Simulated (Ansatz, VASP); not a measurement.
SiC: VASP beside Ansatz

```xyz
4
Lattice="3.0460 0.0000 0.0000 -1.5230 2.6379 0.0000 0.0000 0.0000 4.9969" Properties=species:S:1:pos:R:3 pbc="T T T"
Si    0.0000    1.7586    0.0230
Si    1.5230    0.8793    2.5214
C     0.0000    1.7586    1.9008
C     1.5230    0.8793    4.3993
```

Alike in both runs: task single point; functional PBEsol; k mesh 8 × 8 × 6; no spin polarisation.

|  | VASP | Ansatz |
| --- | --- | --- |
| version | VASP 6.6.1 | Ansatz 0.2.0 |
| potentials or method | VASP PAW PBE potentials, release 64 (Si, C), cutoff 520 eV | all-electron LAPW, scalar-relativistic |
| occupations | gaussian, width 0.01 eV | fixed |

Ansatz gave:

```
gap on the k mesh at the Fermi level (eV) : 2.34
pressure (GPa)                            : 6.9
```

Task: Which values does VASP return?

Result: gap on the k mesh at the Fermi level (eV): 2.33; pressure (GPa): 7.4.

VASP's potentials were made for PBE, not for PBEsol. Ansatz ran all-electron here, and VASP with PAW potentials.
